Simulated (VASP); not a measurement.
Runs of VASP 6.6.1 on GeBiO4. The structure is that of space group P4/mmm (No. 123), or close to it. The cells are those of the table. 

```tsv
task	cell	k mesh	cutoff (eV)	gap on the mesh (eV)	pressure (GPa)	largest force (eV/Å)
single point	a = 4.007, b = 4.007, c = 6.310 Å, 6 atoms	6 × 6 × 4	520	none	0.1	0.07
relaxation of cell and atoms	relaxed from a = 3.439, b = 3.439, c = 5.927 Å, 6 atoms	6 × 6 × 4	600	none	-0.1	0.02
single point	a = 3.439, b = 3.439, c = 5.927 Å, 6 atoms	6 × 6 × 4	520	none	127.5	(a)
single point	a = 4.064, b = 4.064, c = 6.356 Å, 6 atoms	10 × 10 × 6	520	none	(b)	0.17
```

Alike in all rows: level PBE; potentials or basis VASP PAW PBE potentials, release 64 (Ge_d, Bi_d, O); no spin polarisation; smearing gaussian 0.1 eV.

Estimate the missing entries.

(a) 21.46; (b) 0.2.

Caveats: spin-orbit coupling is left out, which moves the levels of the heavy elements; an odd number of electrons without spin polarisation forces a metal; a magnetic or distorted state may lie lower.

A k mesh can miss the band edges, and the runs leave out spin-orbit coupling on Bi, Ge.

A gap of «none» marks levels without a gap at the run's occupations.
